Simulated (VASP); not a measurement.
# HfO2 (Fm-3m) in VASP: notebook

The runs below take HfO2 through single point, with PBE, PBEsol.

All numbers are computed with VASP 6.6.1; they aren't measurements. Logs are shortened: lines on timing, memory, paths and dates and some standing lists are left out, and cuts for length are marked.

### 1 The cell of the first run

Symmetry: Fm-3m, No. 225, cubic system. Conventional cell: a = 5.098 Å, b = 5.098 Å, c = 5.098 Å, α = 90.00°, β = 90.00°, γ = 90.00°. Hf (site symmetry m-3m) has 8 O at 2.21 Å within 2.9 Å. Within 2.9 Å of O (site symmetry -43m) lie 4 Hf at 2.21 Å and 6 O at 2.55 Å.

### 2 Single point, PBE

Contents of INCAR:

```
PREC = Accurate
ENCUT = 520
EDIFF = 1E-6
ISMEAR = 0
SIGMA = 0.02
LREAL = False
LASPH = True
NELM = 80
ALGO = Normal
ISIF = 2
LWAVE = False
LCHARG = False
GGA = PE
NBANDS = 18
```

Contents of KPOINTS:

```
Automatic mesh
0
Gamma
  8 8 8
```

Contents of POSCAR:

```
HfO2
1.0
    0.0000000000      2.5488307096      2.5488307096
    2.5488307096      0.0000000000      2.5488307096
    2.5488307096      2.5488307096      0.0000000000
Hf O
1 2
Direct
    0.0000000000      0.0000000000      0.0000000000
    0.7500000000      0.7500000000      0.7500000000
    0.2500000000      0.2500000000      0.2500000000
```

Potentials or basis: VASP PAW PBE potentials, release 64 (Hf_pv, O).

Command:

```sh
$ cat potpaw_PBE.64/Hf_pv/POTCAR potpaw_PBE.64/O/POTCAR > POTCAR
$ mpirun -np 1 vasp_std > vasp.out
```

OUTCAR:

```text
PREC = Accurate
   ENCUT = 520
   EDIFF = 1E-6
   ISMEAR = 0
   LREAL = False
   LASPH = True
   NELM = 80
   ISIF = 2
   GGA = PE

 ion  position               nearest neighbor table
   1  0.000  0.000  0.000-   2 2.21   2 2.21   2 2.21   2 2.21   3 2.21   3 2.21   3 2.21   3 2.21

   2  0.750  0.750  0.750-   1 2.21   1 2.21   1 2.21   1 2.21
   3  0.250  0.250  0.250-   1 2.21   1 2.21   1 2.21   1 2.21

  LATTYP: Found a face centered cubic cell.
 ALAT       =     5.0976614192

  Lattice vectors:

 A1 = (   0.0000000000,   2.5488307096,   2.5488307096)
 A2 = (   2.5488307096,   0.0000000000,   2.5488307096)
 A3 = (   2.5488307096,   2.5488307096,   0.0000000000)

Analysis of symmetry for initial positions (statically):
=====================================================================
 Subroutine PRICEL returns:
 Original cell was already a primitive cell.

 Routine SETGRP: Setting up the symmetry group for a
 face centered cubic supercell.

 Subroutine GETGRP returns: Found 48 space group operations
 (whereof 48 operations were pure point group operations)
 out of a pool of 48 trial point group operations.

The static configuration has the point symmetry O_h .

Analysis of symmetry for dynamics (positions and initial velocities):
=====================================================================
 Subroutine PRICEL returns:
 Original cell was already a primitive cell.

 Routine SETGRP: Setting up the symmetry group for a
 face centered cubic supercell.

 Subroutine GETGRP returns: Found 48 space group operations
 (whereof 48 operations were pure point group operations)
 out of a pool of 48 trial point group operations.

The dynamic configuration has the point symmetry O_h .

 Subroutine INISYM returns: Found 48 space group operations
 (whereof 48 operations are pure point group operations),
 and found     1 'primitive' translations

----------------------------------------------------------------------------------------

                                     Primitive cell

  volume of cell :      33.1172

  direct lattice vectors                    reciprocal lattice vectors
     0.000000000  2.548830710  2.548830710    -0.196168383  0.196168383  0.196168383
     2.548830710  0.000000000  2.548830710     0.196168383 -0.196168383  0.196168383
     2.548830710  2.548830710  0.000000000     0.196168383  0.196168383 -0.196168383

  length of vectors
     3.604590958  3.604590958  3.604590958     0.339773607  0.339773607  0.339773607

  position of ions in fractional coordinates (direct lattice)
     0.000000000  0.000000000  0.000000000
     0.750000000  0.750000000  0.750000000
     0.250000000  0.250000000  0.250000000

  ion indices of the primitive-cell ions
   primitive index   ion index
                 1           1
                 2           2
                 3           3

----------------------------------------------------------------------------------------

 KPOINTS: Automatic mesh

Automatic generation of k-mesh.
 Grid dimensions read from file:
 generate k-points for:    8    8    8

 Generating k-lattice:

  Cartesian coordinates                     Fractional coordinates (reciprocal lattice)
    -0.024521048  0.024521048  0.024521048     0.125000000  0.000000000  0.000000000
     0.024521048 -0.024521048  0.024521048     0.000000000  0.125000000  0.000000000
     0.024521048  0.024521048 -0.024521048     0.000000000  0.000000000  0.125000000

  Length of vectors
     0.042471701  0.042471701  0.042471701

  Shift w.r.t. Gamma in fractional coordinates (k-lattice)
     0.000000000  0.000000000  0.000000000

 Subroutine IBZKPT returns following result:
 ===========================================

 Found     29 irreducible k-points:

 Following reciprocal coordinates:
            Coordinates               Weight
  0.000000  0.000000  0.000000      1.000000
  0.125000  0.000000  0.000000      8.000000
  0.250000  0.000000  0.000000      8.000000
  0.375000  0.000000  0.000000      8.000000
  0.500000  0.000000  0.000000      4.000000
  0.125000  0.125000  0.000000      6.000000
[... 16 lines left out ...]
  0.500000  0.250000  0.125000     48.000000
 -0.375000  0.250000  0.125000     24.000000
 [... further k-points ...]
   k-points           NKPTS =     29   k-points in BZ     NKDIM =     29   number of bands    NBANDS=     18
   number of dos      NEDOS =    301   number of ions     NIONS =      3
   total plane-waves  NPLWV =  21952
   dimension x,y,z NGX =    28 NGY =   28 NGZ =   28
   dimension x,y,z NGXF=    56 NGYF=   56 NGZF=   56
   ions per type =               1   2
   NGX,Y,Z   is equivalent  to a cutoff of  12.91, 12.91, 12.91 a.u.
   NGXF,Y,Z  is equivalent  to a cutoff of  25.83, 25.83, 25.83 a.u.
 SYSTEM =  unknown system
   PREC   = accura    normal or accurate (medium, high low for compatibility)
   ISTART =      0    job   : 0-new  1-cont  2-samecut
   ICHARG =      2    charge: 1-file 2-atom 10-const
   ISPIN  =      1    spin polarized calculation?
   LNONCOLLINEAR =      F non collinear calculations
   LSORBIT =      F    spin-orbit coupling
   LASPH  =      T    aspherical Exc in radial PAW
   ENCUT  =  520.0 eV  38.22 Ry    6.18 a.u.   6.70  6.70  6.70*2*pi/ulx,y,z
   NELM   =     80;   NELMIN=  2; NELMDL= -5     # of ELM steps
   EDIFF  = 0.1E-05   stopping-criterion for ELM
   LREAL  =      F    real-space projection
   EDIFFG = 0.1E-04   stopping-criterion for IOM
   NSW    =      0    number of steps for IOM
   IBRION =     -1    ionic relax: 0-MD 1-quasi-New 2-CG
   NFREE  =      0    steps in history (QN), initial steepest desc. (CG)
   ISIF   =      2    stress and relaxation
   ISYM   =      2    0-nonsym 1-usesym 2-fastsym
   POTIM  = 0.5000    time-step for ionic-motion
   TEBEG  =    0.0;   TEEND  =   0.0 temperature during run
   PSTRESS=    0.0 pullay stress
   NELECT =      22.0000    total number of electrons
   NUPDOWN=      -1.0000    fix difference up-down
   EMIN   =  10.00;   EMAX   =-10.00  energy-range for DOS
   EFERMI =   0.00;   METHOD = LEGACY
   ISMEAR =     0;   SIGMA  =   0.02  broadening in eV -4-tet -1-fermi 0-gaus
   EFERMI_NEDOS =   21; number of points for ismear=-14 and -15
   IALGO  =     38    algorithm
   IMIX   =      4    mixing-type and parameters
     AMIX     =   0.40;   BMIX     =  1.00
     AMIX_MAG =   1.60;   BMIX_MAG =  1.00
  volume/ion in A,a.u.               =      11.04        74.50
  Fermi-wavevector in a.u.,A,eV,Ry     =   1.428449  2.699377 27.762232  2.040467
  Thomas-Fermi vector in A             =   2.548510
   LORBIT       =      0    0 simple, 1 ext, 2 COOP (PROOUT), +10 PAW based schemes
   GGA     = PE    functional components
   LHFCALC =     F    Hartree Fock is set to
   AEXX    =    0.0000 exact exchange contribution
   IVDW    =     0    specifies the selected vdW correction
   LEPSILON=     F    determine dielectric tensor
   LRPA    =     F    only Hartree local field effects (RPA)
 non-spin polarized calculation
 Gauss-broadening in eV      SIGMA  =   0.02
  energy-cutoff  :      520.00
  volume of cell :       33.12
 maximum number of plane-waves:       911
   NGX = 13   NGY = 13   NGZ = 13

 number of electron      21.9999992 magnetization

 Free energy of the ion-electron system (eV)
  ---------------------------------------------------
  ext. energy  EPLUGINS =         0.00000000
  ---------------------------------------------------
  free energy    TOTEN  =       -30.24333703 eV

  energy without entropy =      -30.24333703  energy(sigma->0) =      -30.24333703

 E-fermi :   4.2539     XC(G=0): -11.7515

 val. band max:        4.1402143275   @ k =   0.5000   0.5000   0.0000
 cond. band min:       7.8974253371   @ k =   0.5000   0.5000   0.0000
 fundamental gap:      3.7572110096
 Fermi energy:         4.2539308285

 k-point     1 :       0.0000    0.0000    0.0000
  band No.  band energies     occupation
      1     -25.6228      2.00000
      2     -25.6228      2.00000
      3     -25.6228      2.00000
      4     -14.4908      2.00000
      5     -11.5387      2.00000
      6      -1.1028      2.00000
[... 10 lines left out ...]
     17      14.3575      0.00000
     18      17.5349      0.00000

 k-point     2 :       0.1250    0.0000    0.0000
  band No.  band energies     occupation
      1     -25.6850      2.00000
      2     -25.6297      2.00000
      3     -25.6297      2.00000
      4     -14.2910      2.00000
      5     -11.7020      2.00000
      6      -0.9554      2.00000
[... 10 lines left out ...]
     17      14.1019      0.00000
     18      17.4993      0.00000

 k-point     3 :       0.2500    0.0000    0.0000
  band No.  band energies     occupation
      1     -25.8296      2.00000
      2     -25.6461      2.00000
      3     -25.6461      2.00000
      4     -13.8152      2.00000
      5     -12.0348      2.00000
      6      -0.5902      2.00000
[... 10 lines left out ...]
     17      13.6404      0.00000
     18      16.6391      0.00000

 k-point     4 :       0.3750    0.0000    0.0000
  band No.  band energies     occupation
      1     -25.9674      2.00000
      2     -25.6624      2.00000
      3     -25.6624      2.00000
      4     -13.3979      2.00000
      5     -12.2381      2.00000
      6      -0.2246      2.00000
[... 375 lines left out ...]
      4     -13.4096      2.00000
      5     -12.2812      2.00000
      6      -0.5984      2.00000
[... 10 lines left out ...]
     17      13.8371      0.00000
     18      17.1704      0.00000

 k-point    23 :       0.5000    0.2500    0.1250
  band No.  band energies     occupation
      1     -25.9412      2.00000
      2     -25.7632      2.00000
      3     -25.6855      2.00000
      4     -13.0328      2.00000
      5     -12.4390      2.00000
      6      -0.6024      2.00000
[... 10 lines left out ...]
     17      14.7789      0.00000
     18      16.9975      0.00000

 k-point    24 :      -0.3750    0.2500    0.1250
  band No.  band energies     occupation
      1     -25.9678      2.00000
      2     -25.7835      2.00000
      3     -25.6947      2.00000
      4     -12.9429      2.00000
      5     -12.4223      2.00000
      6      -0.6064      2.00000
[... 10 lines left out ...]
     17      15.0262      0.00000
     18      16.9695      0.00000

 [... further k-points ...]
[... 5 lines left out ...]
  --------------------------------------------------------------------------------------
  -------------------------------------------------------------------------------------
  Total       -0.7510150     -0.7510150     -0.7510150      0.0000000     -0.0000000      0.0000000
  in kB      -36.3334147    -36.3334147    -36.3334147      0.0000000     -0.0000000      0.0000000
  external PRESSURE =     -36.3334147 kB  Pullay stress =       0.0000000 kB

 VOLUME and BASIS-vectors are now :
 -----------------------------------------------------------------------------
  energy-cutoff  :      520.00
  volume of cell :       33.12
      direct lattice vectors                 reciprocal lattice vectors
     0.000000000  2.548830710  2.548830710    -0.196168383  0.196168383  0.196168383
     2.548830710  0.000000000  2.548830710     0.196168383 -0.196168383  0.196168383
     2.548830710  2.548830710  0.000000000     0.196168383  0.196168383 -0.196168383

 POSITION                                       TOTAL-FORCE (eV/Angst)
 -----------------------------------------------------------------------------------
      0.00000      0.00000      0.00000         0.000000      0.000000      0.000000
      3.82325      3.82325      3.82325         0.000000      0.000000     -0.000000
      1.27442      1.27442      1.27442        -0.000000     -0.000000      0.000000
 -----------------------------------------------------------------------------------
    total drift:                                0.000000      0.000000      0.000000

  FREE ENERGIE OF THE ION-ELECTRON SYSTEM (eV)
  ---------------------------------------------------
  free  energy   TOTEN  =       -30.2433370333 eV

  energy  without entropy=      -30.2433370333  energy(sigma->0) =      -30.24333703
```

Run time: 27 s. Hardware: 1 thread of AMD EPYC 7R43 (Zen 3), shared host; peak memory 0.13 GiB.

Results:

```yaml
Free_energy: -30.2433 eV
Pressure: -3.6 GPa
Band_gap_on_the_k_mesh: 3.76 eV, direct
```

Caveat: spin-orbit coupling is left out, which moves the levels of the heavy elements. PBE gaps usually lie below the measured ones, often by a third to a half.

### 3 Single point, PBEsol

Contents of INCAR:

```
ALGO = Normal
EDIFF = 1E-6
ENCUT = 520
GGA = PS
ISIF = 2
ISMEAR = 0
LASPH = True
LCHARG = False
LREAL = False
LWAVE = False
NBANDS = 18
NELM = 100
PREC = Accurate
SIGMA = 0.02
```

Contents of KPOINTS:

```
k-points
0
Gamma
  8 8 8
```

POSCAR is that of step 2.

Potentials or basis: VASP PAW PBE potentials, release 64 (Hf_pv, O).

Command:

```sh
$ cat potpaw_PBE.64/Hf_pv/POTCAR potpaw_PBE.64/O/POTCAR > POTCAR
$ mpirun -np 1 vasp_std > vasp.out
```

It took 24 s on 1 thread of AMD EPYC 7R43 (Zen 3), shared host; peak memory 0.13 GiB.

Results (log left out):

```yaml
Free_energy: -31.5845 eV
Pressure: -11.3 GPa
Band_gap_on_the_k_mesh: 3.63 eV, direct
```

Levels at points of the mesh, in eV from the valence-band top:
| k point | band 7 | band 8 | band 9 | band 10 | band 11 | band 12 | band 13 | band 14 | band 15 | band 16 |
| --- | --- | --- | --- | --- | --- | --- | --- | --- | --- | --- |
| (0.00, 0.00, 0.00) | -5.30 | -5.30 | -0.61 | -0.61 | -0.61 | 3.74 | 3.74 | 5.52 | 10.21 | 10.21 |
| (0.50, 0.00, 0.00) | -4.28 | -3.06 | -2.74 | -1.83 | -1.83 | 4.46 | 4.46 | 6.80 | 8.79 | 9.19 |
| (0.50, 0.50, 0.00) | -3.47 | -3.47 | -1.52 | -1.52 | 0.00 | 3.63 | 5.35 | 6.45 | 7.99 | 7.99 |

Caveat: the PAW data sets were made with another functional, which shifts forces and pressure a little; spin-orbit coupling is left out, which moves the levels of the heavy elements. A k mesh can miss the band edges.

### 4 Single point, PBE (volume scaled by 1.03)

Contents of INCAR:

```
ALGO     = Normal         # electronic algorithm
EDIFF    = 1E-6           # SCF threshold, eV
ENCUT    = 520            # plane-wave cutoff, eV
GGA      = PE             # functional
ISIF     = 2              # what is computed and relaxed
ISMEAR   = 0              # smearing method
LASPH    = T              # aspherical terms in the spheres
LCHARG   = T              # write CHGCAR
LELF     = T              # ELF
LREAL    = F              # projectors in reciprocal space
LVHAR    = T            
LWAVE    = F              # write WAVECAR
NBANDS   = 18             # bands
NELM     = 100            # most SCF steps
PREC     = Accurate       # precision mode
SIGMA    = 0.02           # smearing width, eV
```

KPOINTS is that of step 3.

Contents of POSCAR:

```
HfO2
1.0
    0.0000000000      2.5740682986      2.5740682986
    2.5740682986      0.0000000000      2.5740682986
    2.5740682986      2.5740682986      0.0000000000
Hf O
1 2
Direct
    0.0000000000      0.0000000000      0.0000000000
    0.7500000000      0.7500000000      0.7500000000
    0.2500000000      0.2500000000      0.2500000000
```

Command:

```sh
$ cat potpaw_PBE.64/Hf_pv/POTCAR potpaw_PBE.64/O/POTCAR > POTCAR
$ mpirun -np 1 vasp_std > vasp.out
```

Run time: 26 s. Hardware: 1 thread of AMD EPYC 7R43 (Zen 3), shared host; peak memory 0.13 GiB.

The run converged. Its results:

```
Free energy            : -30.2013 eV
Pressure               : -10.2 GPa
Band gap on the k mesh : 3.68 eV, direct
```

Levels at points of the mesh, in eV from the valence-band top:
```tsv
k point	band 8	band 9	band 10	band 11	band 12	band 13	band 14	band 15
(0.00, 0.00, 0.00)	-5.07	-0.59	-0.59	-0.59	3.77	3.77	5.47	9.85
(0.50, 0.00, 0.00)	-2.98	-2.63	-1.78	-1.78	4.43	4.43	6.56	8.89
(0.50, 0.50, 0.00)	-3.35	-1.45	-1.45	0.00	3.68	5.26	6.22	7.76
```

Caveat: spin-orbit coupling is left out, which moves the levels of the heavy elements.

### 5 Single point, PBE (volume scaled by 1.06)

Contents of INCAR:

```
SYSTEM = HfO2
ALGO = Normal
EDIFF = 1E-7
ENCUT = 520
GGA = PE
ISIF = 2
ISMEAR = 0
LASPH = .TRUE.
LCHARG = .FALSE.
LREAL = .FALSE.
LWAVE = .FALSE.
NBANDS = 18
NELM = 60
PREC = Accurate
SIGMA = 0.02
```

Contents of KPOINTS:

```
k-points
0
G
  8 8 8
  0 0 0
```

Contents of POSCAR:

```
HfO2
1.0
    0.0000000000      2.5988204737      2.5988204737
    2.5988204737      0.0000000000      2.5988204737
    2.5988204737      2.5988204737      0.0000000000
Hf O
1 2
Direct
    0.0000000000      0.0000000000      0.0000000000
    0.7500000000      0.7500000000      0.7500000000
    0.2500000000      0.2500000000      0.2500000000
```

Command:

```sh
$ cat potpaw_PBE.64/Hf_pv/POTCAR potpaw_PBE.64/O/POTCAR > POTCAR
$ mpirun -np 1 vasp_std > vasp.out
```

Wall time 32 s (1 thread of AMD EPYC 7R43 (Zen 3), shared host); peak memory 0.13 GiB.

It converged, with:

* Free energy: -30.1216 eV
* Pressure: -15.8 GPa
* Band gap on the k mesh: 3.60 eV, direct

Levels at points of the mesh, in eV from the valence-band top:
```
           k point  band 9  band 10  band 11  band 12  band 13  band 14
(0.00, 0.00, 0.00)   -0.57    -0.57    -0.57     3.69     3.69     5.24
(0.50, 0.00, 0.00)   -2.56    -1.74    -1.74     4.33     4.33     6.30
(0.50, 0.50, 0.00)   -1.41    -1.41     0.00     3.60     5.10     5.97
```

Caveat: spin-orbit coupling is left out, which moves the levels of the heavy elements. A k mesh can miss the band edges.

### 6 Summary

| level | cell | gap on the mesh (eV) | pressure (GPa) |
| --- | --- | --- | --- |
| PBE | a = 3.605 Å, angles 60.0°, 3 atoms | 3.76 | -3.6 |
| PBEsol | a = 3.605 Å, angles 60.0°, 3 atoms | 3.63 | -11.3 |
| PBE | a = 3.640 Å, angles 60.0°, 3 atoms | 3.68 | -10.2 |
| PBE | a = 3.675 Å, angles 60.0°, 3 atoms | 3.60 | -15.8 |

Alike in all rows: task single point; potentials or basis VASP PAW PBE potentials, release 64 (Hf_pv, O); no spin polarisation; k mesh 8 × 8 × 8; cutoff (eV) 520; smearing gaussian 0.02 eV.

Caveats: spin-orbit coupling is left out, which moves the levels of the heavy elements; the PAW data sets were made with another functional, which shifts forces and pressure a little (some runs).

Total energies depend on the potentials used, so only differences within one code and one set of settings carry meaning.
